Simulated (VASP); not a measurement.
# HfMg3 (P6_3/mmc) in VASP: single point with PBE

Aim: the single point of HfMg3 with PBE.

All numbers are computed with VASP 6.6.1; they aren't measurements. Logs are shortened: lines on timing, memory, paths and dates and some standing lists are left out, and cuts for length are marked.

### Step 1. The cell of the first run

Symmetry: P6_3/mmc, No. 194, hexagonal system. The conventional cell has a = 6.310 Å, b = 6.310 Å, c = 5.031 Å, α = 90.00°, β = 90.00°, γ = 120.00°. Within 4.1 Å of Hf (site symmetry -6m2) lie 12 Mg at 3.10 to 3.16 Å. Within 4.1 Å of Mg (site symmetry mm2) lie 4 Hf at 3.10 to 3.16 Å and 8 Mg at 3.11 to 3.18 Å.

### Step 2. Single point, PBE

Input file INCAR:

```
SYSTEM = HfMg3
PREC     = Accurate       ! precision mode
ENCUT    = 520            ! plane-wave cutoff, eV
EDIFF    = 1E-6           ! SCF threshold, eV
ISMEAR   = -1             ! smearing method
SIGMA    = 0.05           ! smearing width, eV
LREAL    = .FALSE.        ! projectors in reciprocal space
LASPH    = .TRUE.         ! aspherical terms in the spheres
NELM     = 100            ! most SCF steps
ALGO     = Normal         ! electronic algorithm
ISIF     = 2              ! what is computed and relaxed
LWAVE    = .FALSE.        ! write WAVECAR
LCHARG   = .TRUE.         ! write CHGCAR
GGA      = PE             ! functional
LELF     = .TRUE.         ! ELF
LVHAR    = .TRUE.       
NBANDS   = 26             ! bands
```

Input file KPOINTS:

```
Automatic mesh
0
G
  5 5 5
  0 0 0
```

Input file POSCAR:

```
HfMg3
1.0
    6.3099740947      0.0000000000      0.0000000000
   -3.1549870474      5.4645978633      0.0000000000
    0.0000000000      0.0000000000      5.0310200000
Hf Mg
2 6
Direct
    0.6666666667      0.3333333333      0.2500000000
    0.3333333333      0.6666666667      0.7500000000
    0.6643270100      0.8321635050      0.2500000000
    0.1678364950      0.8321635050      0.2500000000
    0.1678364950      0.3356729900      0.2500000000
    0.8321635050      0.6643270100      0.7500000000
    0.8321635050      0.1678364950      0.7500000000
    0.3356729900      0.1678364950      0.7500000000
```

Potentials or basis: VASP PAW PBE potentials, release 64 (Hf_pv, Mg).

Started as:

```sh
$ cat potpaw_PBE.64/Hf_pv/POTCAR potpaw_PBE.64/Mg/POTCAR > POTCAR
$ mpirun -np 1 vasp_std > vasp.out
```

OUTCAR:

```text
SYSTEM = HfMg3
   PREC = Accurate
   ENCUT = 520
   EDIFF = 1E-6
   ISMEAR = -1
   LREAL = .FALSE.
   LASPH = .TRUE.
   NELM = 100
   ISIF = 2
   GGA = PE

 ion  position               nearest neighbor table
   1  0.667  0.333  0.250-   7 3.10   7 3.10   8 3.10   8 3.10   6 3.10   6 3.10   5 3.16   3 3.16
                             4 3.16   4 3.16   5 3.16   3 3.16
   2  0.333  0.667  0.750-   4 3.10   4 3.10   3 3.10   3 3.10   5 3.10   5 3.10   6 3.16   8 3.16
                             7 3.16   7 3.16   6 3.16   8 3.16
   3  0.664  0.832  0.250-   2 3.10   2 3.10   6 3.11   6 3.11   7 3.11   7 3.11   4 3.13   5 3.13
                             1 3.16   1 3.16   4 3.18   5 3.18
   4  0.168  0.832  0.250-   2 3.10   2 3.10   6 3.11   6 3.11   8 3.11   8 3.11   3 3.13   5 3.13
                             1 3.16   1 3.16   3 3.18   5 3.18
   5  0.168  0.336  0.250-   2 3.10   2 3.10   7 3.11   7 3.11   8 3.11   8 3.11   3 3.13   4 3.13
                             1 3.16   1 3.16   3 3.18   4 3.18
   6  0.832  0.664  0.750-   1 3.10   1 3.10   4 3.11   4 3.11   3 3.11   3 3.11   8 3.13   7 3.13
                             2 3.16   2 3.16   8 3.18   7 3.18
   7  0.832  0.168  0.750-   1 3.10   1 3.10   5 3.11   5 3.11   3 3.11   3 3.11   8 3.13   6 3.13
                             2 3.16   2 3.16   8 3.18   6 3.18
   8  0.336  0.168  0.750-   1 3.10   1 3.10   5 3.11   5 3.11   4 3.11   4 3.11   7 3.13   6 3.13
                             2 3.16   2 3.16   7 3.18   6 3.18

  LATTYP: Found a hexagonal cell.
 ALAT       =     6.3099740947
 C/A-ratio  =     0.7973123066

  Lattice vectors:

 A1 = (   6.3099740947,   0.0000000000,   0.0000000000)
 A2 = (  -3.1549870474,   5.4645978633,   0.0000000000)
 A3 = (   0.0000000000,   0.0000000000,   5.0310200000)

Analysis of symmetry for initial positions (statically):
=====================================================================
 Subroutine PRICEL returns:
 Original cell was already a primitive cell.

 Routine SETGRP: Setting up the symmetry group for a
 hexagonal supercell.

 Subroutine GETGRP returns: Found 24 space group operations
 (whereof 12 operations were pure point group operations)
 out of a pool of 24 trial point group operations.

The static configuration has the point symmetry D_3d.
 The point group associated with its full space group is D_6h.

Analysis of symmetry for dynamics (positions and initial velocities):
=====================================================================
 Subroutine PRICEL returns:
 Original cell was already a primitive cell.

 Routine SETGRP: Setting up the symmetry group for a
 hexagonal supercell.

 Subroutine GETGRP returns: Found 24 space group operations
 (whereof 12 operations were pure point group operations)
 out of a pool of 24 trial point group operations.

The dynamic configuration has the point symmetry D_3d.
 The point group associated with its full space group is D_6h.

 Subroutine INISYM returns: Found 24 space group operations
 (whereof 12 operations are pure point group operations),
 and found     1 'primitive' translations

----------------------------------------------------------------------------------------

                                     Primitive cell

  volume of cell :     173.4770

  direct lattice vectors                    reciprocal lattice vectors
     6.309974095  0.000000000  0.000000000     0.158479256  0.091498041  0.000000000
    -3.154987047  5.464597863  0.000000000     0.000000000  0.182996082  0.000000000
     0.000000000  0.000000000  5.031020000     0.000000000  0.000000000  0.198766850

  length of vectors
     6.309974095  6.309974095  5.031020000     0.182996082  0.182996082  0.198766850

  position of ions in fractional coordinates (direct lattice)
     0.666666667  0.333333333  0.250000000
     0.333333333  0.666666667  0.750000000
     0.664327010  0.832163505  0.250000000
     0.167836495  0.832163505  0.250000000
     0.167836495  0.335672990  0.250000000
     0.832163505  0.664327010  0.750000000
     0.832163505  0.167836495  0.750000000
     0.335672990  0.167836495  0.750000000

  ion indices of the primitive-cell ions
   primitive index   ion index
                 1           1
                 2           2
                 3           3
                 4           4
                 5           5
                 6           6
                 7           7
                 8           8

----------------------------------------------------------------------------------------

 KPOINTS: Automatic mesh

Automatic generation of k-mesh.
 Grid dimensions read from file:
 generate k-points for:    5    5    5

 Generating k-lattice:

  Cartesian coordinates                     Fractional coordinates (reciprocal lattice)
     0.031695851  0.018299608  0.000000000     0.200000000  0.000000000  0.000000000
     0.000000000  0.036599216  0.000000000     0.000000000  0.200000000  0.000000000
     0.000000000  0.000000000  0.039753370     0.000000000  0.000000000  0.200000000

  Length of vectors
     0.036599216  0.036599216  0.039753370

  Shift w.r.t. Gamma in fractional coordinates (k-lattice)
     0.000000000  0.000000000  0.000000000

 Subroutine IBZKPT returns following result:
 ===========================================

 Found     15 irreducible k-points:

 Following reciprocal coordinates:
            Coordinates               Weight
  0.000000  0.000000  0.000000      1.000000
  0.200000 -0.000000  0.000000      6.000000
  0.400000  0.000000  0.000000      6.000000
  0.200000  0.200000  0.000000      6.000000
  0.400000  0.200000  0.000000      6.000000
  0.000000  0.000000  0.200000      2.000000
  0.200000 -0.000000  0.200000     12.000000
  0.400000  0.000000  0.200000     12.000000
  0.200000  0.200000  0.200000     12.000000
  0.400000  0.200000  0.200000     12.000000
  0.000000  0.000000  0.400000      2.000000
  0.200000 -0.000000  0.400000     12.000000
  0.400000  0.000000  0.400000     12.000000
  0.200000  0.200000  0.400000     12.000000
  0.400000  0.200000  0.400000     12.000000
   k-points           NKPTS =     15   k-points in BZ     NKDIM =     15   number of bands    NBANDS=     26
   number of dos      NEDOS =    301   number of ions     NIONS =      8
   total plane-waves  NPLWV =  92160
   dimension x,y,z NGX =    48 NGY =   48 NGZ =   40
   dimension x,y,z NGXF=    96 NGYF=   96 NGZF=   80
   ions per type =               2   6
   NGX,Y,Z   is equivalent  to a cutoff of  12.65, 12.65, 13.22 a.u.
   NGXF,Y,Z  is equivalent  to a cutoff of  25.29, 25.29, 26.44 a.u.
 SYSTEM =  HfMg3
   PREC   = accura    normal or accurate (medium, high low for compatibility)
   ISTART =      0    job   : 0-new  1-cont  2-samecut
   ICHARG =      2    charge: 1-file 2-atom 10-const
   ISPIN  =      1    spin polarized calculation?
   LNONCOLLINEAR =      F non collinear calculations
   LSORBIT =      F    spin-orbit coupling
   LASPH  =      T    aspherical Exc in radial PAW
   ENCUT  =  520.0 eV  38.22 Ry    6.18 a.u.  11.73 11.73  9.35*2*pi/ulx,y,z
   NELM   =    100;   NELMIN=  2; NELMDL= -5     # of ELM steps
   EDIFF  = 0.1E-05   stopping-criterion for ELM
   LREAL  =      F    real-space projection
   EDIFFG = 0.1E-04   stopping-criterion for IOM
   NSW    =      0    number of steps for IOM
   IBRION =     -1    ionic relax: 0-MD 1-quasi-New 2-CG
   NFREE  =      0    steps in history (QN), initial steepest desc. (CG)
   ISIF   =      2    stress and relaxation
   ISYM   =      2    0-nonsym 1-usesym 2-fastsym
   POTIM  = 0.5000    time-step for ionic-motion
   TEBEG  =    0.0;   TEEND  =   0.0 temperature during run
   PSTRESS=    0.0 pullay stress
   NELECT =      32.0000    total number of electrons
   NUPDOWN=      -1.0000    fix difference up-down
   EMIN   =  10.00;   EMAX   =-10.00  energy-range for DOS
   EFERMI =   0.00;   METHOD = LEGACY
   ISMEAR =    -1;   SIGMA  =   0.05  broadening in eV -4-tet -1-fermi 0-gaus
   EFERMI_NEDOS =   21; number of points for ismear=-14 and -15
   IALGO  =     38    algorithm
   IMIX   =      4    mixing-type and parameters
     AMIX     =   0.40;   BMIX     =  1.00
     AMIX_MAG =   1.60;   BMIX_MAG =  1.00
  volume/ion in A,a.u.               =      21.68       146.34
  Fermi-wavevector in a.u.,A,eV,Ry     =   0.931918  1.761069 11.816259  0.868471
  Thomas-Fermi vector in A             =   2.058461
   LORBIT       =      0    0 simple, 1 ext, 2 COOP (PROOUT), +10 PAW based schemes
   GGA     = PE    functional components
   LHFCALC =     F    Hartree Fock is set to
   AEXX    =    0.0000 exact exchange contribution
   IVDW    =     0    specifies the selected vdW correction
   LEPSILON=     F    determine dielectric tensor
   LRPA    =     F    only Hartree local field effects (RPA)
 non-spin polarized calculation
  energy-cutoff  :      520.00
  volume of cell :      173.48
 maximum number of plane-waves:      4696
 NGX is ok and might be reduce to    48
   NGX = 23   NGY = 23   NGZ = 19

 number of electron      31.9999996 magnetization

 Free energy of the ion-electron system (eV)
  ---------------------------------------------------
  ext. energy  EPLUGINS =         0.00000000
  ---------------------------------------------------
  free energy    TOTEN  =       -27.74202913 eV

  energy without entropy =      -27.70689363  energy(sigma->0) =      -27.72446138

 E-fermi :   3.1404     XC(G=0):  -9.4004

 val. band max:        3.1341362888   @ k =   0.4000   0.0000   0.4000
 cond. band min:       3.1849267456   @ k =   0.2000  -0.0000   0.0000
 fundamental gap:      0.0507904568
 Fermi energy:         3.1403573810

 k-point     1 :       0.0000    0.0000    0.0000
  band No.  band energies     occupation
      1     -28.0281      2.00000
      2     -28.0197      2.00000
      3     -27.9640      2.00000
      4     -27.9640      2.00000
      5     -27.9551      2.00000
      6     -27.9551      2.00000
[... 18 lines left out ...]
     25       6.9468      0.00000
     26       7.2515      0.00000

 k-point     2 :       0.2000   -0.0000    0.0000
  band No.  band energies     occupation
      1     -28.0274      2.00000
      2     -28.0204      2.00000
      3     -27.9644      2.00000
      4     -27.9635      2.00000
      5     -27.9558      2.00000
      6     -27.9548      2.00000
[... 18 lines left out ...]
     25       6.5702      0.00000
     26       7.2240      0.00000

 k-point     3 :       0.4000    0.0000    0.0000
  band No.  band energies     occupation
      1     -28.0258      2.00000
      2     -28.0221      2.00000
      3     -27.9649      2.00000
      4     -27.9625      2.00000
      5     -27.9572      2.00000
      6     -27.9544      2.00000
[... 18 lines left out ...]
     25       6.3765      0.00000
     26       6.6401      0.00000

 k-point     4 :       0.2000    0.2000    0.0000
  band No.  band energies     occupation
      1     -28.0262      2.00000
      2     -28.0217      2.00000
      3     -27.9650      2.00000
      4     -27.9624      2.00000
      5     -27.9571      2.00000
      6     -27.9543      2.00000
[... 18 lines left out ...]
     25       6.5867      0.00000
     26       6.8791      0.00000
[... 235 lines left out ...]
      1     -28.0268      2.00000
      2     -28.0256      2.00000
      3     -27.9611      2.00000
      4     -27.9602      2.00000
      5     -27.9585      2.00000
      6     -27.9578      2.00000
[... 18 lines left out ...]
     25       6.5305      0.00000
     26       6.8697      0.00000

 k-point    14 :       0.2000    0.2000    0.4000
  band No.  band energies     occupation
      1     -28.0269      2.00000
      2     -28.0255      2.00000
      3     -27.9612      2.00000
      4     -27.9601      2.00000
      5     -27.9585      2.00000
      6     -27.9579      2.00000
[... 18 lines left out ...]
     25       6.7141      0.00000
     26       6.8378      0.00000

 k-point    15 :       0.4000    0.2000    0.4000
  band No.  band energies     occupation
      1     -28.0265      2.00000
      2     -28.0260      2.00000
      3     -27.9614      2.00000
      4     -27.9596      2.00000
      5     -27.9588      2.00000
      6     -27.9578      2.00000
[... 18 lines left out ...]
     25       6.5716      0.00000
     26       6.9101      0.00000

------------------------ aborting loop because EDIFF is reached ----------------------------------------

  FORCE on cell =-STRESS in cart. coord.  units (eV):
  Direction    XX          YY          ZZ          XY          YZ          ZX
  --------------------------------------------------------------------------------------
  -------------------------------------------------------------------------------------
  Total        0.0647251      0.0647251     -0.0953907     -0.0000000      0.0000000      0.0000000
  in kB        0.5977801      0.5977801     -0.8809980     -0.0000000      0.0000000      0.0000000
  external PRESSURE =       0.1048541 kB  Pullay stress =       0.0000000 kB

 VOLUME and BASIS-vectors are now :
 -----------------------------------------------------------------------------
  energy-cutoff  :      520.00
  volume of cell :      173.48
      direct lattice vectors                 reciprocal lattice vectors
     6.309974095  0.000000000  0.000000000     0.158479256  0.091498041  0.000000000
    -3.154987047  5.464597863  0.000000000     0.000000000  0.182996082  0.000000000
     0.000000000  0.000000000  5.031020000     0.000000000  0.000000000  0.198766850

 POSITION                                       TOTAL-FORCE (eV/Angst)
 -----------------------------------------------------------------------------------
      3.15499      1.82153      1.25775        -0.000000      0.000000      0.000000
     -0.00000      3.64307      3.77326         0.000000      0.000000      0.000000
      1.56642      4.54744      1.25775        -0.005279     -0.003048     -0.000000
     -1.56642      4.54744      1.25775         0.005279     -0.003048     -0.000000
     -0.00000      1.83432      1.25775        -0.000000      0.006096      0.000000
      3.15499      3.63028      3.77326         0.000000     -0.006096     -0.000000
      4.72141      0.91716      3.77326        -0.005279      0.003048      0.000000
      1.58857      0.91716      3.77326         0.005279      0.003048      0.000000
 -----------------------------------------------------------------------------------
    total drift:                                0.000000     -0.000000      0.000000

  FREE ENERGIE OF THE ION-ELECTRON SYSTEM (eV)
  ---------------------------------------------------
  free  energy   TOTEN  =       -27.7420291269 eV

  energy  without entropy=      -27.7068936251  energy(sigma->0) =      -27.72446138
```

Run time: 32 s. Hardware: 1 thread of Intel Xeon 6975P-C (Granite Rapids), shared host; peak memory 0.31 GiB.

Results:

- Free energy: -27.7420 eV
- Pressure: 0.0 GPa
- Largest force: 0.006 eV/Å
- Band gap on the k mesh: zero (band 16 reaches 3.32 eV, above the bottom of band 17 at 2.78 eV)

Forces on the atoms (eV/Å):
```
Hf   0.000  0.000  0.000
Hf   0.000  0.000  0.000
Mg  -0.005 -0.003  0.000
Mg   0.005 -0.003  0.000
Mg   0.000  0.006  0.000
Mg   0.000 -0.006  0.000
Mg  -0.005  0.003  0.000
Mg   0.005  0.003  0.000
```

Stress tensor (GPa, compression positive):
```
 0.06  0.00  0.00
 0.00  0.06  0.00
 0.00  0.00 -0.09
```

Caveat: spin-orbit coupling is left out, which moves the levels of the heavy elements.
